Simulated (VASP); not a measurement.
A run of VASP 6.6.1 is set up as follows.

File POSCAR:

```
InP3
1.0
    3.7414989627      2.1601554333      3.1670968584
   -3.7414989627      2.1601554333      3.1670968584
    0.0000000000     -4.3203108666      3.1670968584
In P
2 6
Direct
    0.2702519987      0.2702519987      0.2702519987
    0.7297480013      0.7297480013      0.7297480013
    0.7982893840      0.2446976857      0.7982893840
    0.7982893840      0.7982893840      0.2446976857
    0.2446976857      0.7982893840      0.7982893840
    0.2017106160      0.7553023143      0.2017106160
    0.7553023143      0.2017106160      0.2017106160
    0.2017106160      0.2017106160      0.7553023143
```

INCAR.step1

```
PREC     = Accurate       # precision mode
ENCUT    = 520            # plane-wave cutoff, eV
ISMEAR   = 0              # smearing method
SIGMA    = 0.15           # smearing width, eV
LREAL    = False          # projectors in reciprocal space
LASPH    = True           # aspherical terms in the spheres
NELM     = 100            # most SCF steps
NBANDS   = 38             # bands
GGA      = PE             # functional
ALGO     = Normal         # electronic algorithm
EDIFF    = 1E-4           # SCF threshold, eV
LWAVE    = True           # write WAVECAR
LCHARG   = False          # write CHGCAR
```

Contents of INCAR.step2:

```
PREC     = Accurate       # precision mode
ENCUT    = 520            # plane-wave cutoff, eV
EDIFF    = 1E-6           # SCF threshold, eV
ISMEAR   = 0              # smearing method
SIGMA    = 0.15           # smearing width, eV
LREAL    = False          # projectors in reciprocal space
LASPH    = True           # aspherical terms in the spheres
NELM     = 100            # most SCF steps
ALGO     = Normal         # electronic algorithm
ISIF     = 2              # what is computed and relaxed
LWAVE    = False          # write WAVECAR
LCHARG   = False          # write CHGCAR
METAGGA  = R2SCAN         # meta-GGA
LMIXTAU  = True         
NBANDS   = 38             # bands
ISTART   = 1
```

The input KPOINTS:

```
regular mesh
0
Gamma
  6 6 6
```

Potentials or basis: VASP PAW PBE potentials, release 64 (In_d, P).

The run is started by

```bash
$ cat potpaw_PBE.64/In_d/POTCAR potpaw_PBE.64/P/POTCAR > POTCAR
$ cp INCAR.step1 INCAR
$ mpirun -np 1 vasp_std > vasp.out
$ cp INCAR.step2 INCAR
$ mpirun -np 1 vasp_std > vasp.out
```

Problem. What does it give for the pressure?

Solution. 4.1 GPa.

Problem. Estimate the largest force.

Solution. 0.443 eV/Å.

Stress tensor (GPa, compression positive):
```
2.81 0.00 0.00
0.00 2.81 0.00
0.00 0.00 6.75
```

Caveat: the cell differs from its parent crystal (strain -0.0600 x Voigt [0, 0, 1, 0, 0, 0]); the cell stands under pressure; the PAW data sets were made with another functional, which shifts forces and pressure a little.
